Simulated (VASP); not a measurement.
The system is B.

```
B
1.0
    -1.87288    1.87288    1.02169
     1.87288   -1.87288    1.02169
     1.87288    1.87288   -1.02169
B
2
Direct
  0.00000 0.00000 0.00000
  0.75000 0.25000 0.50000
```

- Program: VASP 6.6.1
- Task: relaxation of cell and atoms
- Functional: PBEsol
- Potentials or basis: VASP PAW PBE potentials, release 64 (B)
- Cutoff: 600 eV
- k mesh: 10 × 10 × 10
- Occupations: gaussian, width 0.1 eV
- Spin: no spin polarisation

At the start: pressure -14.6 GPa; volume 7.17 Å³/atom.

**Question.** Where does the relaxation end?

**Answer.** Over 21 steps the energy falls by 385.2 meV/atom and the volume is 7.80 Å³/atom (+8.8 %); space group I4_1/amd (No. 141, to 0.05 Å).

The path:
```tsv
step	energy change (eV)	largest force (eV/Å)	pressure (GPa)	volume (Å³)
1	0.0000	0.0000	-14.55	14.34
2	-0.1896	0.0000	2.05	13.01
3	-0.2322	0.0000	12.47	12.44
4	-0.1601	0.0000	43.32	11.32
5	-0.2406	0.0000	18.40	12.17
6	-0.3131	0.0000	22.81	12.02
7	-0.2625	0.0000	61.23	11.42
8	-0.3768	0.0000	27.17	11.87
9	-0.3898	0.0000	38.19	11.66
10	-0.5427	0.0000	29.88	12.33
11	-0.5942	0.0000	28.18	12.76
12	-0.6238	0.0000	28.12	13.64
13	-0.7627	0.0000	-1.37	15.35
14	-0.7635	0.0000	0.54	15.21
15	-0.7635	0.0000	0.10	15.24
16	-0.7683	0.0000	-0.13	15.44
17	-0.7671	0.0000	-1.46	15.94
18	-0.7703	0.0000	-0.82	15.67
19	-0.7703	0.0000	-0.79	15.65
20	-0.7705	0.0000	0.36	15.58
21	-0.7705	0.0000	0.00	15.60
```

Final structure:
```cif
data_structure
_symmetry_space_group_name_H-M 'P 1'
_symmetry_Int_Tables_number 1
_cell_length_a 3.2278
_cell_length_b 3.2278
_cell_length_c 3.2278
_cell_angle_alpha 93.500
_cell_angle_beta 93.500
_cell_angle_gamma 151.390
_cell_volume 15.60
loop_
_atom_site_label
_atom_site_type_symbol
_atom_site_fract_x
_atom_site_fract_y
_atom_site_fract_z
_atom_site_occupancy
B1 B 0.00000 0.00000 0.00000 1
B2 B 0.75000 0.25000 0.50000 1
```

Caveat: the PAW data sets were made with another functional, which shifts forces and pressure a little.
